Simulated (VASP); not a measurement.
Here is a VASP 6.6.1 calculation.

The input INCAR:

```
  ALGO = Normal
  EDIFF = 1E-6
  ENCUT = 520
  GGA = PS
  ISIF = 2
  ISMEAR = 0
  LASPH = T
  LCHARG = T
  LELF = T
  LREAL = F
  LVHAR = T
  LWAVE = F
  NBANDS = 24
  NELM = 80
  PREC = Accurate
  SIGMA = 0.02
```

File KPOINTS:

```
k-points
0
Gamma
  6 6 6
```

The input POSCAR:

```
KMgF3
1.0
    3.9912537769      0.0000000000      0.0000000000
    0.0000000000      3.9912537769      0.0000000000
    0.2394752266      0.0000000000      3.9912537769
K Mg F
1 1 3
Direct
    0.5000000000      0.5000000000      0.5000000000
    0.0000000000      0.0000000000      0.0000000000
    0.0000000000      0.5000000000      0.0000000000
    0.0000000000      0.0000000000      0.5000000000
    0.5000000000      0.0000000000      0.0000000000
```

Potentials or basis: VASP PAW PBE potentials, release 64 (K_sv, Mg, F).

Run with:

```sh
$ cat potpaw_PBE.64/K_sv/POTCAR potpaw_PBE.64/Mg/POTCAR potpaw_PBE.64/F/POTCAR > POTCAR
$ mpirun -np 1 vasp_std > vasp.out
```

Question: What does it give for the pressure?

Answer: -0.3 GPa.

Question: Predict the band gap on the k mesh.

Answer: 7.03 eV (least direct gap 7.25 eV).

Stress tensor (GPa, compression positive):
```
-0.37  0.00 -2.77
 0.00 -0.36  0.00
-2.77  0.00 -0.21
```

Caveat: the cell differs from its parent crystal (shear of c along a, cell held: +6.0 %); the PAW data sets were made with another functional, which shifts forces and pressure a little. A k mesh can miss the band edges.
